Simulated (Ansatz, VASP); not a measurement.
# MgF2: VASP beside Ansatz

```xyz
6
Lattice="4.6959 0.0000 0.0000 0.0000 4.7005 0.0000 0.0000 0.0000 3.0929" Properties=species:S:1:pos:R:3 pbc="T T T"
Mg    2.3480    2.3502    1.5465
Mg    0.0000    0.0000    0.0000
F     3.7729    0.9226    1.5465
F     0.9230    3.7778    1.5465
F     1.4249    1.4276    0.0000
F     3.2710    3.2729    0.0000
```

Alike in both runs: task relaxation of cell and atoms; functional PBE; dispersion D3(BJ); k mesh 6 × 6 × 8; occupations gaussian, width 0.02 eV; no spin polarisation.

```csv
,VASP,Ansatz
version,VASP 6.6.1,Ansatz 0.2.0
potentials or method,"VASP PAW PBE potentials, release 64 (Mg, F), cutoff 600 eV","scalar-relativistic, plane waves, PAW"
valence electrons in the cell,32,48
```

|  | VASP | Ansatz | Ansatz less VASP |
| --- | --- | --- | --- |
| gap on the k mesh at the Fermi level, each at its own relaxed structure (eV) | 7.02 | 6.98 | -0.038 |
| relaxed volume (Å³/atom) | 11.00 | 11.13 | +0.123 |
| relaxed length of the cell vector where the two differ most in proportion (Å) | 4.640 | 4.658 | +0.0185 |

VASP's potentials hold 32 valence electrons a cell and Ansatz's 48, so a difference there can come from the potentials and not from the codes.
